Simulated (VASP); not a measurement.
Runs of VASP 6.6.1 on Au. The structure is that of space group Im-3m (No. 229), or close to it. The cells are those of the table. This isn't the form of Au at room conditions, which is fcc.

```tsv
cell	gap on the mesh (eV)	pressure (GPa)
a = 3.014 Å, angles 109.5°, 1 atom	none	(b)
a = 2.895 Å, angles 108.1, 108.1, 112.1°, 1 atom	none	-12.1
a = 2.727 Å, angles 109.5°, 1 atom	none	19.3
a = 2.751 Å, angles 110.2, 110.2, 108.1°, 1 atom	none	(a)
a = 2.919 Å, angles 110.8, 110.8, 106.8°, 1 atom	none	-14.3
```

Alike in all rows: task single point; level PBEsol; potentials or basis VASP PAW PBE potentials, release 64 (Au); no spin polarisation; k mesh 20 × 20 × 20; cutoff (eV) 520; smearing gaussian 0.15 eV.

Problem. Estimate the missing entries.

Solution. (a) 12.5; (b) -19.4.

Caveats: the PAW data sets were made with another functional, which shifts forces and pressure a little; spin-orbit coupling is left out, which moves the levels of the heavy elements; the cell stands under tension (at least some runs); the cell stands under pressure (at least some runs).

A k mesh can miss the band edges, and the runs leave out spin-orbit coupling on Au.

A gap of «none» marks levels without a gap at the run's occupations.
